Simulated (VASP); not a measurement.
# Al12O in VASP: a series of runs

Runs on Al12O. Level: LDA. Tasks: single point.

Everything below comes from runs of VASP 6.6.1. Logs are shortened: lines on timing, memory, paths and dates and some standing lists are left out, and cuts for length are marked.

## Step 1: The cell of the first run

The cell holds a slab with vacuum, 13 atoms: a = 5.728 Å, b = 5.728 Å, c = 17.677 Å, α = 90.00°, β = 90.00°, γ = 60.00°.

## Step 2: Single point, LDA

File INCAR:

```
SYSTEM = Al12O
PREC     = Accurate       ! precision mode
ENCUT    = 520            ! plane-wave cutoff, eV
EDIFF    = 1E-7           ! SCF threshold, eV
ISMEAR   = 0              ! smearing method
SIGMA    = 0.1            ! smearing width, eV
LREAL    = .FALSE.        ! projectors in reciprocal space
LASPH    = .TRUE.         ! aspherical terms in the spheres
NELM     = 60             ! most SCF steps
ALGO     = Normal         ! electronic algorithm
ISIF     = 2              ! what is computed and relaxed
LWAVE    = .FALSE.        ! write WAVECAR
LCHARG   = .TRUE.         ! write CHGCAR
GGA      = CA             ! functional
LELF     = .TRUE.         ! ELF
LVHAR    = .TRUE.       
NBANDS   = 33             ! bands
```

File KPOINTS:

```
Automatic mesh
0
G
  3 3 1
  0 0 0
```

File POSCAR:

```
Al12O
1.0
    5.7275650000      0.0000000000      0.0000000000
    2.8637820000      4.9602170000      0.0000000000
    0.0000000000      0.0000000000     17.6765370000
Al O
12 1
Direct
    0.1666666208      0.1666667003      0.0565722234
    0.6666667081      0.1666667003      0.0565722234
    0.1666666712      0.6666665995      0.0565722234
    0.6666667585      0.6666665995      0.0565722234
   -0.1705247705      0.3355736251      0.1888650475
    0.3300009799      0.3311068850      0.1871640356
   -0.1638082344      0.8373742520      0.1837996888
    0.3341072630      0.8306787788      0.1889541487
   -0.0095181134     -0.0069730820      0.3163150678
    0.4666297621      0.0103739413      0.3190116933
    0.0081819477      0.4691329029      0.3189691510
    0.4806383485      0.4828522623      0.3181150810
    0.7198874762      0.7219867599      0.3643356728
```

Potentials or basis: VASP PAW LDA potentials, release 64 (Al, O).

Started as:

```sh
$ cat potpaw_LDA.64/Al/POTCAR potpaw_LDA.64/O/POTCAR > POTCAR
$ mpirun -np 1 vasp_std > vasp.out
```

OUTCAR:

```text
SYSTEM = Al12O
   PREC = Accurate
   ENCUT = 520
   EDIFF = 1E-7
   ISMEAR = 0
   LREAL = .FALSE.
   LASPH = .TRUE.
   NELM = 60
   ISIF = 2
   GGA = CA

 ion  position               nearest neighbor table
   1  0.167  0.167  0.057-   6 2.82   2 2.86   4 2.86   3 2.86   3 2.86   2 2.86   4 2.86   8 2.87
                             5 2.88
   2  0.667  0.167  0.057-   7 2.78   6 2.85   5 2.86   1 2.86   4 2.86   3 2.86   3 2.86   4 2.86
                             1 2.86
   3  0.167  0.667  0.057-   7 2.78   6 2.85   8 2.86   4 2.86   1 2.86   2 2.86   2 2.86   1 2.86
                             4 2.86
   4  0.667  0.667  0.057-   7 2.81   5 2.86   8 2.86   3 2.86   1 2.86   2 2.86   2 2.86   3 2.86
                             1 2.86
   5  0.829  0.336  0.189-  11 2.78   9 2.82   7 2.84   8 2.84   6 2.85   4 2.86   2 2.86  12 2.87
                             6 2.87   1 2.88   8 2.89   7 2.89
   6  0.330  0.331  0.187-  12 2.76   1 2.82  10 2.83  11 2.83   3 2.85   2 2.85   5 2.85   8 2.85
                             7 2.86   7 2.87   8 2.87   5 2.87
   7  0.836  0.837  0.184-   2 2.78   3 2.78   9 2.80   4 2.81   8 2.83   5 2.84   6 2.86   6 2.87
                             5 2.89   8 2.90  11 3.01  10 3.01
   8  0.334  0.831  0.189-  10 2.78   9 2.82   7 2.83   5 2.84   6 2.85   3 2.86   4 2.86  12 2.87
                             1 2.87   6 2.87   5 2.89   7 2.90
   9  0.990  0.993  0.316-  10 2.78  11 2.78   7 2.80   5 2.82   8 2.82  12 2.86  12 2.87  11 2.95
                            10 2.95
  10  0.467  0.010  0.319-  13 1.75  11 2.63  12 2.75   8 2.78   9 2.78   6 2.83   9 2.95  12 2.98
                             7 3.01  11 3.10
  11  0.008  0.469  0.319-  13 1.75  10 2.63  12 2.75   5 2.78   9 2.78   6 2.83   9 2.95  12 2.98
                             7 3.01  10 3.10
  12  0.481  0.483  0.318-  13 2.51  11 2.75  10 2.75   6 2.76   9 2.86   8 2.87   9 2.87   5 2.87
                            10 2.98  11 2.98
  13  0.720  0.722  0.364-  11 1.75  10 1.75  12 2.51

  LATTYP: Found a hexagonal cell.
 ALAT       =     5.7275649303
 C/A-ratio  =     3.0862220185

  Lattice vectors:

 A1 = (  -2.8637820000,  -4.9602170000,   0.0000000000)
 A2 = (   5.7275650000,   0.0000000000,   0.0000000000)
 A3 = (   0.0000000000,   0.0000000000,  17.6765370000)

Analysis of symmetry for initial positions (statically):
=====================================================================
 Subroutine PRICEL returns:
 Original cell was already a primitive cell.

 Routine SETGRP: Setting up the symmetry group for a
 hexagonal supercell.

 Subroutine GETGRP returns: Found  1 space group operations
 (whereof  1 operations were pure point group operations)
 out of a pool of 24 trial point group operations.

The static configuration has the point symmetry C_1 .
[... 132 lines left out ...]
   IALGO  =     38    algorithm
   IMIX   =      4    mixing-type and parameters
     AMIX     =   0.40;   BMIX     =  1.00
     AMIX_MAG =   1.60;   BMIX_MAG =  1.00
  volume/ion in A,a.u.               =      38.63       260.69
  Fermi-wavevector in a.u.,A,eV,Ry     =   0.715927  1.352906  6.973683  0.512551
  Thomas-Fermi vector in A             =   1.804215
   LORBIT       =      0    0 simple, 1 ext, 2 COOP (PROOUT), +10 PAW based schemes
   GGA     = CA    functional components
   LHFCALC =     F    Hartree Fock is set to
   AEXX    =    0.0000 exact exchange contribution
   IVDW    =     0    specifies the selected vdW correction
   LEPSILON=     F    determine dielectric tensor
   LRPA    =     F    only Hartree local field effects (RPA)
 non-spin polarized calculation
 Gauss-broadening in eV      SIGMA  =   0.10
  energy-cutoff  :      520.00
  volume of cell :      502.19
 maximum number of plane-waves:     13577
 NGX is ok and might be reduce to    42
   NGX = 21   NGY = 21   NGZ = 65

 number of electron      42.0000001 magnetization

 Free energy of the ion-electron system (eV)
  ---------------------------------------------------
  ext. energy  EPLUGINS =         0.00000000
  ---------------------------------------------------
  free energy    TOTEN  =       -56.44982652 eV

  energy without entropy =      -56.40515177  energy(sigma->0) =      -56.42748915

 E-fermi :   0.6602     XC(G=0):  -5.1836

 val. band max:        0.6588878173   @ k =   0.3333   0.0000   0.0000
 cond. band min:       0.7254905337   @ k =   0.3333   0.3333   0.0000
 fundamental gap:      0.0666027164
 Fermi energy:         0.6601923539

 k-point     1 :       0.0000    0.0000    0.0000
  band No.  band energies     occupation
      1     -18.5997      2.00000
      2      -9.8234      2.00000
      3      -7.9729      2.00000
      4      -6.2930      2.00000
      5      -5.2997      2.00000
      6      -5.1304      2.00000
[... 169 lines left out ...]
     32       3.8264      0.00000
     33       4.1364      0.00000

------------------------ aborting loop because EDIFF is reached ----------------------------------------

  FORCE on cell =-STRESS in cart. coord.  units (eV):
  Direction    XX          YY          ZZ          XY          YZ          ZX
  --------------------------------------------------------------------------------------
  -------------------------------------------------------------------------------------
  Total       -6.9010818     -7.8741572      0.1467329      0.8515183     -0.4786038     -0.7749407
  in kB      -22.0170875    -25.1215697      0.4681339      2.7166686     -1.5269290     -2.4723570
  external PRESSURE =     -15.5568411 kB  Pullay stress =       0.0000000 kB

 VOLUME and BASIS-vectors are now :
 -----------------------------------------------------------------------------
  energy-cutoff  :      520.00
  volume of cell :      502.19
      direct lattice vectors                 reciprocal lattice vectors
     5.727565000  0.000000000  0.000000000     0.174594265 -0.100802024  0.000000000
     2.863782000  4.960217000  0.000000000     0.000000000  0.201604083  0.000000000
     0.000000000  0.000000000 17.676537000     0.000000000  0.000000000  0.056572167

 POSITION                                       TOTAL-FORCE (eV/Angst)
 -----------------------------------------------------------------------------------
      1.43189      0.82670      1.00000        -0.054924     -0.032259     -0.016273
      4.29567      0.82670      1.00000         0.077459     -0.159663     -0.076094
      2.86378      3.30681      1.00000        -0.101213      0.153163     -0.074570
      5.72757      3.30681      1.00000         0.097958      0.060638      0.164356
      5.71188      1.66452      3.33848         0.013147      0.009385     -0.025822
      2.83832      1.64236      3.30841         0.022039      0.010634     -0.019406
      7.18740      4.15356      3.24894        -0.007890     -0.005092      0.051409
      4.29250      4.12035      3.34006         0.017713      0.007564     -0.029962
      8.51686      4.92563      5.59135         0.204490      0.113625     -0.137979
      2.70236      0.05146      5.63902         0.133743      0.141467     -0.021634
      1.39036      2.32700      5.63827         0.195785      0.035064     -0.026394
      4.13567      2.39505      5.62317         0.113790      0.063704      0.077298
      6.19081      3.58121      6.44019        -0.712098     -0.398230      0.135070
 -----------------------------------------------------------------------------------
    total drift:                                0.000409      0.000299     -0.000084

  FREE ENERGIE OF THE ION-ELECTRON SYSTEM (eV)
  ---------------------------------------------------
  free  energy   TOTEN  =       -56.4498265203 eV

  energy  without entropy=      -56.4051517719  energy(sigma->0) =      -56.42748915
```

stdout:

```text
POSCAR found type information on POSCAR AlO
 POSCAR found :  2 types and      13 ions
 scaLAPACK will be used
 LDA part: xc-table for (Slater(with rela. corr.)+CA(PZ))
 , standard interpolation
 POSCAR, INCAR and KPOINTS ok, starting setup
 FFT: planning ... GRIDC
 FFT: planning ... GRID_SOFT
 FFT: planning ... GRID
 WAVECAR not read
 entering main loop
```

It took 1.9 min on 1 thread of Intel Xeon 6975P-C (Granite Rapids), shared host; peak memory 0.49 GiB.

Results:

```
Free energy            : -56.4498 eV
Largest force          : 0.827 eV/Å
Band gap on the k mesh : zero (bands 21 and 22 overlap by 0.39 eV)
```

Forces in eV/Å, atoms in the order of the input:
```
Al  -0.055 -0.032 -0.016
Al   0.077 -0.160 -0.076
Al  -0.101  0.153 -0.075
Al   0.098  0.061  0.164
Al   0.013  0.009 -0.026
Al   0.022  0.011 -0.019
Al  -0.008 -0.005  0.051
Al   0.018  0.008 -0.030
Al   0.204  0.114 -0.138
Al   0.134  0.141 -0.022
Al   0.196  0.035 -0.026
Al   0.114  0.064  0.077
O   -0.712 -0.398  0.135
```

Levels at points of the mesh, in eV from the Fermi level:
```
           k point  band 18  band 19  band 20  band 21  band 22  band 23  band 24  band 25
(0.00, 0.00, 0.00)    -2.35    -2.16    -1.48    -0.55    -0.39    -0.31     0.80     0.81
```

Caveat: the k points lie up to 0.42 Å⁻¹ apart.

[end of part 1 of 2]
